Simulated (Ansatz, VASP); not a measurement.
Ca2Ge3: VASP beside Ansatz

```xyz
5
Lattice="3.9267 0.0000 0.0000 -1.9634 3.4006 0.0000 0.0000 0.0000 9.5810" Properties=species:S:1:pos:R:3 pbc="T T T"
Ca    0.0000    2.2671    2.7284
Ca    1.9634    1.1335    6.8525
Ge    0.0000    2.2671    9.0129
Ge    1.9634    1.1335    0.5680
Ge    0.0000    0.0000    4.7905
```

Alike in both runs: functional PBE; k mesh 6 × 6 × 2; occupations gaussian, width 0.1 eV; no spin polarisation.

Ansatz relaxed the structure, and its values are those at the end. VASP's run is a single point on that final structure, the one shown.

```csv
,VASP,Ansatz
version,VASP 6.6.1,Ansatz 0.2.0
potentials or method,"VASP PAW PBE potentials, release 64 (Ca_sv, Ge_d), cutoff 520 eV","scalar-relativistic, plane waves, PAW"
valence electrons in the cell,62,62
```

|  | VASP | Ansatz | Ansatz less VASP |
| --- | --- | --- | --- |
| gap on the k mesh at the Fermi level (eV) | none | none | - |
| pressure (GPa) | 0.1 | 0.0 | -0.06 |
| rms of the force components (eV/Å) | 0.010 | 0.011 | +0.0001 |

A gap of «none» marks a metal or a gap that the smearing closes. With one functional, cell and mesh, what is left measures potentials, basis and numerics.
